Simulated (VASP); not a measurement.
# HRh6 in VASP: a series of runs, part 2 of 2

VASP 6.6.1. Earlier steps stand in the parts before.

## Step 3: Single point, PBE

INCAR

```
SYSTEM = HRh6
PREC = Accurate
ENCUT = 520
EDIFF = 1E-6
ISMEAR = 0
SIGMA = 0.1
LREAL = .False.
LASPH = .True.
NELM = 100
ALGO = Normal
ISIF = 2
LWAVE = .False.
LCHARG = .False.
LDIPOL = .True.
IDIPOL = 3
DIPOL = 0.5 0.5 0.294
GGA = PE
NBANDS = 104
```

KPOINTS

```
Automatic mesh
0
Gamma
  6 6 1
  0 0 0
```

POSCAR

```
HRh6
1.0
    5.4165863251      0.0000000000      0.0000000000
   -2.7082931626      4.6909013593      0.0000000000
    0.0000000000      0.0000000000     22.2966119230
Rh H
12 2
Direct
    0.3333333333      0.1666666667      0.1793994538
    0.3333333333      0.6666666667      0.1793994538
    0.8333333333      0.1666666667      0.1793994538
    0.8333333333      0.6666666667      0.1793994538
    0.1666666667      0.3333333333      0.2757769167
    0.1666666667      0.8333333333      0.2757769167
    0.6666666667      0.3333333333      0.2757769167
    0.6666666667      0.8333333333      0.2757769167
    0.0000000000      0.0000000000      0.3721019118
    0.0000000000      0.5000000000      0.3721019118
    0.5000000000      0.0000000000      0.3721019118
    0.5000000000      0.5000000000      0.3721019118
    0.2153584700      0.4307169401      0.4066363066
    0.2846415300      0.5692830599      0.4066363066
```

Potentials or basis: VASP PAW PBE potentials, release 64 (Rh_pv, H).

On the command line:

```sh
> cat potpaw_PBE.64/Rh_pv/POTCAR potpaw_PBE.64/H/POTCAR > POTCAR
> mpirun -np 1 vasp_std > vasp.out
```

OUTCAR:

```text
SYSTEM = HRh6
   PREC = Accurate
   ENCUT = 520
   EDIFF = 1E-6
   ISMEAR = 0
   LREAL = .False.
   LASPH = .True.
   NELM = 100
   ISIF = 2
   GGA = PE

 ion  position               nearest neighbor table
   1  0.333  0.167  0.179-   5 2.66   7 2.66   6 2.66   4 2.71   4 2.71   3 2.71   3 2.71   2 2.71
                             2 2.71
   2  0.333  0.667  0.179-   6 2.66   8 2.66   5 2.66   3 2.71   3 2.71   4 2.71   4 2.71   1 2.71
                             1 2.71
   3  0.833  0.167  0.179-   7 2.66   5 2.66   8 2.66   2 2.71   2 2.71   1 2.71   1 2.71   4 2.71
                             4 2.71
   4  0.833  0.667  0.179-   8 2.66   6 2.66   7 2.66   1 2.71   1 2.71   2 2.71   2 2.71   3 2.71
                             3 2.71
   5  0.167  0.333  0.276-  12 2.66   9 2.66  10 2.66   1 2.66   3 2.66   2 2.66   8 2.71   8 2.71
                             7 2.71   7 2.71   6 2.71   6 2.71
   6  0.167  0.833  0.276-  11 2.66  10 2.66   9 2.66   2 2.66   4 2.66   1 2.66   7 2.71   7 2.71
                             8 2.71   8 2.71   5 2.71   5 2.71
   7  0.667  0.333  0.276-  10 2.66  11 2.66  12 2.66   3 2.66   1 2.66   4 2.66   6 2.71   6 2.71
                             5 2.71   5 2.71   8 2.71   8 2.71
[... 1606 lines left out ...]
  -------------------------------------------------------------------------------------
  Total        6.4686946      4.8031566      7.1020666     -0.0000000      0.2723468     -0.0000000
  in kB       18.2939036     13.5836499     20.0851223     -0.0000000      0.7702151     -0.0000000
  external PRESSURE =      17.3208919 kB  Pullay stress =       0.0000000 kB

 VOLUME and BASIS-vectors are now :
 -----------------------------------------------------------------------------
  energy-cutoff  :      520.00
  volume of cell :      566.53
      direct lattice vectors                 reciprocal lattice vectors
     5.416586325  0.000000000  0.000000000     0.184618123  0.106589323  0.000000000
    -2.708293163  4.690901359  0.000000000     0.000000000  0.213178646  0.000000000
     0.000000000  0.000000000 22.296611923     0.000000000  0.000000000  0.044849863

 POSITION                                       TOTAL-FORCE (eV/Angst)
 -----------------------------------------------------------------------------------
      1.35415      0.78182      4.00000        -0.103401     -0.006216     -0.076719
     -0.00000      3.12727      4.00000         0.000000     -0.025077     -0.047031
      4.06244      0.78182      4.00000         0.103401     -0.006216     -0.076719
      2.70829      3.12727      4.00000        -0.000000      0.007263      0.027338
      0.00000      1.56363      6.14889         0.000000     -0.128487     -0.553980
     -1.35415      3.90908      6.14889        -0.030761      0.088107     -0.248503
      2.70829      1.56363      6.14889         0.000000     -0.101628     -0.216182
      1.35415      3.90908      6.14889         0.030761      0.088107     -0.248503
      0.00000      0.00000      8.29661         0.000000     -0.553378     -0.085260
     -1.35415      2.34545      8.29661        -4.220708      0.000975     -1.604257
      2.70829      0.00000      8.29661        -0.000000      0.601038     -0.154542
      1.35415      2.34545      8.29661         4.220708      0.000975     -1.604257
     -0.00000      2.02045      9.06661         0.000000    -10.457406      2.400113
      0.00000      2.67045      9.06661        -0.000000     10.491943      2.488504
 -----------------------------------------------------------------------------------
    total drift:                                0.000000      0.000041      0.000966

  FREE ENERGIE OF THE ION-ELECTRON SYSTEM (eV)
  ---------------------------------------------------
  free  energy   TOTEN  =       -85.2151670839 eV

  energy  without entropy=      -85.1125531549  energy(sigma->0) =      -85.16386012

 vacuum level on the upper side and lower side of the slab         4.828         5.030
```

OSZICAR:

```text
N       E                     dE             d eps       ncg     rms          rms(c)
DAV:   1     0.179761694942E+04    0.17976E+04   -0.11529E+05  3560   0.163E+03
DAV:   2    -0.280153456056E+02   -0.18256E+04   -0.17829E+04  2952   0.469E+02
DAV:   3    -0.893334769318E+02   -0.61318E+02   -0.56962E+02  3240   0.840E+01
[... 28 lines left out ...]
DAV:  32    -0.852151555931E+02   -0.80507E-05   -0.39184E-07  1680   0.230E-03    0.731E-04
DAV:  33    -0.852151622139E+02   -0.66208E-05   -0.29367E-07  1672   0.129E-03    0.119E-03
DAV:  34    -0.852151652972E+02   -0.30833E-05   -0.13832E-07  1600   0.101E-03    0.821E-04
DAV:  35    -0.852151666193E+02   -0.13220E-05   -0.81061E-08  1592   0.667E-04    0.457E-04
DAV:  36    -0.852151670839E+02   -0.46462E-06   -0.50153E-08  1560   0.471E-04
   1 F= -.85215167E+02 E0= -.85163860E+02  d E =-.102614E+00
```

Run time: 52 min. Hardware: 1 thread of Intel Xeon 8259CL, shared host; peak memory 0.92 GiB.

What came out:

```
Free energy            : -85.2152 eV
Largest force          : 10.783 eV/Å
Band gap on the k mesh : zero (bands 91 and 92 overlap by 0.86 eV)
```

Forces in eV/Å, atoms in the order of the input:
```
Rh   -0.103  -0.006  -0.077
Rh    0.000  -0.025  -0.047
Rh    0.103  -0.006  -0.077
Rh    0.000   0.007   0.027
Rh    0.000  -0.128  -0.554
Rh   -0.031   0.088  -0.249
Rh    0.000  -0.102  -0.216
Rh    0.031   0.088  -0.249
Rh    0.000  -0.553  -0.085
Rh   -4.221   0.001  -1.604
Rh    0.000   0.601  -0.155
Rh    4.221   0.001  -1.604
H     0.000 -10.457   2.400
H     0.000  10.492   2.489
```

## Step 4: Single point, PBE

Edit INCAR of step 3 so:

```diff
@@ -8,3 +8,3 @@
 LASPH = .True.
-NELM = 100
+NELM = 60
 ALGO = Normal
@@ -15,3 +15,3 @@
 IDIPOL = 3
-DIPOL = 0.5 0.5 0.294
+DIPOL = 0.5 0.5 0.313
 GGA = PE
```

KPOINTS is that of step 3.

Edit POSCAR of step 3 so:

```diff
@@ -20,3 +20,3 @@
     0.5000000000      0.5000000000      0.3721019118
-    0.2153584700      0.4307169401      0.4066363066
-    0.2846415300      0.5692830599      0.4066363066
+    0.1870590048      0.3741180096      0.5335614202
+    0.3129409952      0.6258819904      0.5335614202
```

Potentials or basis: VASP PAW PBE potentials, release 64 (Rh_pv, H).

On the command line:

```sh
> cat potpaw_PBE.64/Rh_pv/POTCAR potpaw_PBE.64/H/POTCAR > POTCAR
> mpirun -np 1 vasp_std > vasp.out
```

OUTCAR:

```text
SYSTEM = HRh6
   PREC = Accurate
   ENCUT = 520
   EDIFF = 1E-6
   ISMEAR = 0
   LREAL = .False.
   LASPH = .True.
   NELM = 60
   ISIF = 2
   GGA = PE

 ion  position               nearest neighbor table
   1  0.333  0.167  0.179-   5 2.66   7 2.66   6 2.66   4 2.71   4 2.71   3 2.71   3 2.71   2 2.71
                             2 2.71
   2  0.333  0.667  0.179-   6 2.66   8 2.66   5 2.66   3 2.71   3 2.71   4 2.71   4 2.71   1 2.71
                             1 2.71
   3  0.833  0.167  0.179-   7 2.66   5 2.66   8 2.66   2 2.71   2 2.71   1 2.71   1 2.71   4 2.71
                             4 2.71
[... 1625 lines left out ...]
    -2.708293163  4.690901359  0.000000000     0.000000000  0.213178646  0.000000000
     0.000000000  0.000000000 22.296611923     0.000000000  0.000000000  0.044849863

 POSITION                                       TOTAL-FORCE (eV/Angst)
 -----------------------------------------------------------------------------------
      1.35415      0.78182      4.00000         0.004903      0.003114     -0.009437
     -0.00000      3.12727      4.00000         0.000000     -0.001566     -0.007732
      4.06244      0.78182      4.00000        -0.004903      0.003114     -0.009437
      2.70829      3.12727      4.00000         0.000000     -0.004897     -0.007165
      0.00000      1.56363      6.14889         0.000000     -0.006471     -0.021057
     -1.35415      3.90908      6.14889        -0.000397      0.004576     -0.008977
      2.70829      1.56363      6.14889         0.000000     -0.003322     -0.007142
      1.35415      3.90908      6.14889         0.000397      0.004576     -0.008977
      0.00000      0.00000      8.29661         0.000000     -0.006465      0.010629
     -1.35415      2.34545      8.29661        -0.000922      0.004454      0.027121
      2.70829      0.00000      8.29661         0.000000     -0.001362      0.016640
      1.35415      2.34545      8.29661         0.000922      0.004454      0.027121
     -0.00000      1.75495     11.89661        -0.000000      4.635650     -0.000648
     -0.00000      2.93595     11.89661         0.000000     -4.635854     -0.000939
 -----------------------------------------------------------------------------------
    total drift:                                0.000000     -0.000001      0.001308

  FREE ENERGIE OF THE ION-ELECTRON SYSTEM (eV)
  ---------------------------------------------------
  free  energy   TOTEN  =       -86.0468112129 eV

  energy  without entropy=      -85.9417456091  energy(sigma->0) =      -85.99427841

 vacuum level on the upper side and lower side of the slab         4.937         5.060
```

OSZICAR:

```text
N       E                     dE             d eps       ncg     rms          rms(c)
DAV:   1     0.177409474717E+04    0.17741E+04   -0.11460E+05  3552   0.163E+03
DAV:   2    -0.254065077109E+02   -0.17995E+04   -0.17569E+04  2928   0.466E+02
DAV:   3    -0.891979166511E+02   -0.63791E+02   -0.59024E+02  3344   0.832E+01
[... 24 lines left out ...]
DAV:  28    -0.860467975508E+02   -0.11396E-04   -0.31355E-07  1712   0.162E-03    0.717E-04
DAV:  29    -0.860468021146E+02   -0.45638E-05   -0.95303E-08  1616   0.105E-03    0.454E-04
DAV:  30    -0.860468083942E+02   -0.62796E-05   -0.14332E-07  1616   0.773E-04    0.902E-04
DAV:  31    -0.860468105486E+02   -0.21545E-05   -0.49843E-08  1624   0.621E-04    0.495E-04
DAV:  32    -0.860468112129E+02   -0.66425E-06   -0.13561E-08  1512   0.349E-04
   1 F= -.86046811E+02 E0= -.85994278E+02  d E =-.105066E+00
```

Run time: 32 min. Hardware: 1 thread of Intel Xeon Platinum 8488C (Sapphire Rapids), shared host; peak memory 0.89 GiB.

What came out:

```
Free energy            : -86.0468 eV
Largest force          : 4.636 eV/Å
Band gap on the k mesh : zero (bands 91 and 92 overlap by 0.75 eV)
```

Forces in eV/Å, atoms in the order of the input:
```
Rh   0.005  0.003 -0.009
Rh   0.000 -0.002 -0.008
Rh  -0.005  0.003 -0.009
Rh   0.000 -0.005 -0.007
Rh   0.000 -0.006 -0.021
Rh   0.000  0.005 -0.009
Rh   0.000 -0.003 -0.007
Rh   0.000  0.005 -0.009
Rh   0.000 -0.006  0.011
Rh  -0.001  0.004  0.027
Rh   0.000 -0.001  0.017
Rh   0.001  0.004  0.027
H    0.000  4.636 -0.001
H    0.000 -4.636 -0.001
```

Levels at points of the mesh, in eV from the Fermi level:
```tsv
k point	band 88	band 89	band 90	band 91	band 92	band 93	band 94	band 95	band 96	band 97
(0.00, 0.00, 0.00)	0.27	0.27	0.42	0.42	0.53	0.53	0.53	0.96	0.96	0.96
(0.50, 0.00, 0.00)	-0.77	-0.77	-0.38	-0.38	-0.33	-0.33	-0.03	0.00	0.30	0.30
(0.00, 0.50, 0.00)	-0.77	-0.77	-0.38	-0.38	-0.33	-0.33	-0.04	0.00	0.30	0.30
```

## Step 5: Summary

```csv
cell,gap on the mesh (eV),largest force (eV/Å)
"as given, atomic positions A",none,0.76
"as given, atomic positions B",none,10.78
"as given, atomic positions C",none,4.64
```

Alike in all rows: task single point; level PBE; potentials or basis VASP PAW PBE potentials, release 64 (Rh_pv, H); no spin polarisation; k mesh 6 × 6 × 1; cutoff (eV) 520; smearing gaussian 0.1 eV.

Absolute energies hang on the potentials; compare differences alone.
